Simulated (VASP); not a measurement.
Input of a VASP 6.6.1 run:

File INCAR:

```
SYSTEM = RbBr
ALGO = Normal
EDIFF = 1E-7
ENCUT = 520
GGA = PE
ISIF = 2
ISMEAR = -1
LASPH = .TRUE.
LCHARG = .TRUE.
LELF = .TRUE.
LREAL = .FALSE.
LVHAR = .TRUE.
LWAVE = .FALSE.
NBANDS = 15
NELM = 100
PREC = Accurate
SIGMA = 0.05
```

The input KPOINTS:

```
k-points
0
G
  9 9 9
  0 0 0
```

Contents of POSCAR:

```
RbBr
1.0
    0.0000000000      3.4481421532      3.4481421532
    3.4481421532      0.0000000000      3.4481421532
    3.4481421532      3.4481421532      0.0000000000
Rb Br
1 1
Direct
    0.0000000000      0.0000000000      0.0000000000
    0.5000000000      0.5000000000      0.5000000000
```

Potentials or basis: VASP PAW PBE potentials, release 64 (Rb_sv, Br).

The run is started by

```bash
$ cat potpaw_PBE.64/Rb_sv/POTCAR potpaw_PBE.64/Br/POTCAR > POTCAR
$ mpirun -np 1 vasp_std > vasp.out
```

Predict the pressure.

0.7 GPa.

Estimate the band gap on the k mesh.

4.32 eV, direct.

 A k mesh can miss the band edges.
